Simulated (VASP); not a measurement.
# AlCu3 (Pm-3m) in VASP: single point with LDA

Aim: the single point of AlCu3 with LDA.

All numbers are computed with VASP 6.6.1; they aren't measurements. Logs are shortened: lines on timing, memory, paths and dates and some standing lists are left out, and cuts for length are marked.

**1. The cell of the first run**

Symmetry: Pm-3m, No. 221, cubic system. Conventional cell: a = 3.589 Å, b = 3.589 Å, c = 3.589 Å, α = 90.00°, β = 90.00°, γ = 90.00°. Al (site symmetry m-3m) has 12 Cu at 2.54 Å within 3.3 Å. Within 3.3 Å of Cu (site symmetry 4/mmm) lie 4 Al at 2.54 Å and 8 Cu at 2.54 Å.

**2. Single point, LDA**

INCAR reads:

```
PREC = Accurate
ENCUT = 520
EDIFF = 1E-6
ISMEAR = 0
SIGMA = 0.15
LREAL = F
LASPH = T
NELM = 60
ALGO = Normal
ISIF = 2
LWAVE = F
LCHARG = T
LELF = T
LVHAR = T
NBANDS = 26
```

KPOINTS reads:

```
Automatic mesh
0
Gamma
  12 12 12
```

POSCAR reads:

```
AlCu3
1.0
    3.5890258340      0.0000000000      0.0000000000
    0.0000000000      3.5890258340      0.0000000000
    0.0000000000      0.0000000000      3.5890258340
Al Cu
1 3
Direct
    0.0000000000      0.0000000000      0.0000000000
    0.5000000000      0.5000000000      0.0000000000
    0.5000000000      0.0000000000      0.5000000000
    0.0000000000      0.5000000000      0.5000000000
```

Potentials or basis: VASP PAW LDA potentials, release 64 (Al, Cu).

Command:

```console
$ cat potpaw_LDA.64/Al/POTCAR potpaw_LDA.64/Cu/POTCAR > POTCAR
$ mpirun -np 1 vasp_std > vasp.out
```

OUTCAR:

```text
PREC = Accurate
   ENCUT = 520
   EDIFF = 1E-6
   ISMEAR = 0
   LREAL = F
   LASPH = T
   NELM = 60
   ISIF = 2

 ion  position               nearest neighbor table
   1  0.000  0.000  0.000-   2 2.54   3 2.54   4 2.54   3 2.54   4 2.54   2 2.54   4 2.54   4 2.54
                             2 2.54   3 2.54   3 2.54   2 2.54
   2  0.500  0.500  0.000-   1 2.54   3 2.54   4 2.54   3 2.54   4 2.54   1 2.54   3 2.54   3 2.54
                             1 2.54   4 2.54   4 2.54   1 2.54
   3  0.500  0.000  0.500-   1 2.54   2 2.54   4 2.54   1 2.54   2 2.54   2 2.54   4 2.54   2 2.54
                             1 2.54   4 2.54   1 2.54   4 2.54
   4  0.000  0.500  0.500-   1 2.54   2 2.54   3 2.54   1 2.54   2 2.54   1 2.54   3 2.54   1 2.54
                             2 2.54   3 2.54   2 2.54   3 2.54

  LATTYP: Found a simple cubic cell.
 ALAT       =     3.5890258340

  Lattice vectors:

 A1 = (   3.5890258340,   0.0000000000,   0.0000000000)
 A2 = (   0.0000000000,   3.5890258340,   0.0000000000)
 A3 = (   0.0000000000,   0.0000000000,   3.5890258340)

Analysis of symmetry for initial positions (statically):
=====================================================================
 Subroutine PRICEL returns:
 Original cell was already a primitive cell.

 Routine SETGRP: Setting up the symmetry group for a
 simple cubic supercell.

 Subroutine GETGRP returns: Found 48 space group operations
 (whereof 48 operations were pure point group operations)
 out of a pool of 48 trial point group operations.

The static configuration has the point symmetry O_h .

Analysis of symmetry for dynamics (positions and initial velocities):
=====================================================================
 Subroutine PRICEL returns:
 Original cell was already a primitive cell.

 Routine SETGRP: Setting up the symmetry group for a
 simple cubic supercell.

 Subroutine GETGRP returns: Found 48 space group operations
 (whereof 48 operations were pure point group operations)
 out of a pool of 48 trial point group operations.

The dynamic configuration has the point symmetry O_h .

 Subroutine INISYM returns: Found 48 space group operations
 (whereof 48 operations are pure point group operations),
 and found     1 'primitive' translations

----------------------------------------------------------------------------------------

                                     Primitive cell

  volume of cell :      46.2306
[... 87 lines left out ...]
   ISPIN  =      1    spin polarized calculation?
   LNONCOLLINEAR =      F non collinear calculations
   LSORBIT =      F    spin-orbit coupling
   LASPH  =      T    aspherical Exc in radial PAW
   ENCUT  =  520.0 eV  38.22 Ry    6.18 a.u.   6.67  6.67  6.67*2*pi/ulx,y,z
   NELM   =     60;   NELMIN=  2; NELMDL= -5     # of ELM steps
   EDIFF  = 0.1E-05   stopping-criterion for ELM
   LREAL  =      F    real-space projection
   EDIFFG = 0.1E-04   stopping-criterion for IOM
   NSW    =      0    number of steps for IOM
   IBRION =     -1    ionic relax: 0-MD 1-quasi-New 2-CG
   NFREE  =      0    steps in history (QN), initial steepest desc. (CG)
   ISIF   =      2    stress and relaxation
   ISYM   =      2    0-nonsym 1-usesym 2-fastsym
   POTIM  = 0.5000    time-step for ionic-motion
   TEBEG  =    0.0;   TEEND  =   0.0 temperature during run
   PSTRESS=    0.0 pullay stress
   NELECT =      36.0000    total number of electrons
   NUPDOWN=      -1.0000    fix difference up-down
   EMIN   =  10.00;   EMAX   =-10.00  energy-range for DOS
   EFERMI =   0.00;   METHOD = LEGACY
   ISMEAR =     0;   SIGMA  =   0.15  broadening in eV -4-tet -1-fermi 0-gaus
   EFERMI_NEDOS =   21; number of points for ismear=-14 and -15
   IALGO  =     38    algorithm
   IMIX   =      4    mixing-type and parameters
     AMIX     =   0.40;   BMIX     =  1.00
     AMIX_MAG =   1.60;   BMIX_MAG =  1.00
  volume/ion in A,a.u.               =      11.56        77.99
  Fermi-wavevector in a.u.,A,eV,Ry     =   1.506141  2.846195 30.864298  2.268462
  Thomas-Fermi vector in A             =   2.616898
   LORBIT       =      0    0 simple, 1 ext, 2 COOP (PROOUT), +10 PAW based schemes
   GGA     = CA    functional components
   LHFCALC =     F    Hartree Fock is set to
   AEXX    =    0.0000 exact exchange contribution
   IVDW    =     0    specifies the selected vdW correction
   LEPSILON=     F    determine dielectric tensor
   LRPA    =     F    only Hartree local field effects (RPA)
 non-spin polarized calculation
 Gauss-broadening in eV      SIGMA  =   0.15
  energy-cutoff  :      520.00
  volume of cell :       46.23
 maximum number of plane-waves:      1262
 NGX is ok and might be reduce to    28
   NGX = 13   NGY = 13   NGZ = 13

 number of electron      35.9999904 magnetization

 Free energy of the ion-electron system (eV)
  ---------------------------------------------------
  ext. energy  EPLUGINS =         0.00000000
  ---------------------------------------------------
  free energy    TOTEN  =       -19.10764455 eV

  energy without entropy =      -19.09632572  energy(sigma->0) =      -19.10198514

 E-fermi :   9.0131     XC(G=0): -12.8579

 val. band max:        8.9896034443   @ k =   0.2500   0.1667   0.1667
 cond. band min:       9.0639525333   @ k =   0.1667   0.0833   0.0833
 fundamental gap:      0.0743490890
 Fermi energy:         9.0131201346

 k-point     1 :       0.0000    0.0000    0.0000
  band No.  band energies     occupation
      1      -1.9537      2.00000
      2       3.3222      2.00000
      3       3.9188      2.00000
      4       3.9188      2.00000
      5       4.1834      2.00000
      6       4.1834      2.00000
[... 685 lines left out ...]
     25      19.1451      0.00000
     26      20.0452      0.00000

 [... further k-points ...]
[... 5 lines left out ...]
  --------------------------------------------------------------------------------------
  -------------------------------------------------------------------------------------
  Total        0.1537724      0.1537724      0.1537724     -0.0000000     -0.0000000      0.0000000
  in kB        5.3291642      5.3291642      5.3291642     -0.0000000     -0.0000000      0.0000000
  external PRESSURE =       5.3291642 kB  Pullay stress =       0.0000000 kB

 VOLUME and BASIS-vectors are now :
 -----------------------------------------------------------------------------
  energy-cutoff  :      520.00
  volume of cell :       46.23
      direct lattice vectors                 reciprocal lattice vectors
     3.589025834  0.000000000  0.000000000     0.278627139  0.000000000  0.000000000
     0.000000000  3.589025834  0.000000000     0.000000000  0.278627139  0.000000000
     0.000000000  0.000000000  3.589025834     0.000000000  0.000000000  0.278627139

 POSITION                                       TOTAL-FORCE (eV/Angst)
 -----------------------------------------------------------------------------------
      0.00000      0.00000      0.00000         0.000000      0.000000      0.000000
      1.79451      1.79451      0.00000         0.000000      0.000000      0.000000
      1.79451      0.00000      1.79451         0.000000      0.000000      0.000000
      0.00000      1.79451      1.79451         0.000000      0.000000      0.000000
 -----------------------------------------------------------------------------------
    total drift:                                0.000000      0.000000      0.000000

  FREE ENERGIE OF THE ION-ELECTRON SYSTEM (eV)
  ---------------------------------------------------
  free  energy   TOTEN  =       -19.1076445542 eV

  energy  without entropy=      -19.0963257246  energy(sigma->0) =      -19.10198514
```

OSZICAR:

```text
N       E                     dE             d eps       ncg     rms          rms(c)
DAV:   1     0.249526004910E+03    0.24953E+03   -0.15626E+04  4576   0.224E+03
DAV:   2    -0.350033854609E+01   -0.25303E+03   -0.24213E+03  4368   0.355E+02
DAV:   3    -0.231499591661E+02   -0.19650E+02   -0.18742E+02  5034   0.139E+02
DAV:   4    -0.235858390630E+02   -0.43588E+00   -0.43461E+00  6496   0.244E+01
DAV:   5    -0.235920449945E+02   -0.62059E-02   -0.62049E-02  6802   0.232E+00    0.175E+01
DAV:   6    -0.222026926747E+02    0.13894E+01   -0.42460E+01  5096   0.167E+02    0.111E+01
DAV:   7    -0.191622897127E+02    0.30404E+01   -0.10645E+01  5304   0.781E+01    0.880E-01
DAV:   8    -0.191396589931E+02    0.22631E-01   -0.41617E-01  6392   0.100E+01    0.131E+00
DAV:   9    -0.191076152486E+02    0.32044E-01   -0.59894E-02  5452   0.584E+00    0.522E-02
DAV:  10    -0.191076807376E+02   -0.65489E-04   -0.30955E-03  5810   0.819E-01    0.540E-02
DAV:  11    -0.191076553233E+02    0.25414E-04   -0.36625E-04  5848   0.427E-01    0.211E-02
DAV:  12    -0.191076444197E+02    0.10904E-04   -0.44328E-05  6100   0.139E-01    0.549E-03
DAV:  13    -0.191076445542E+02   -0.13451E-06   -0.22685E-06  3972   0.218E-02
   1 F= -.19107645E+02 E0= -.19101985E+02  d E =-.113188E-01
```

Wall time 69 s (1 thread of Intel Xeon Platinum 8488C (Sapphire Rapids), shared host); peak memory 0.2 GiB.

Results:

```
Free energy            : -19.1076 eV
Pressure               : 0.5 GPa
Band gap on the k mesh : zero (band 18 reaches 12.94 eV, above the bottom of band 19 at 7.21 eV)
```
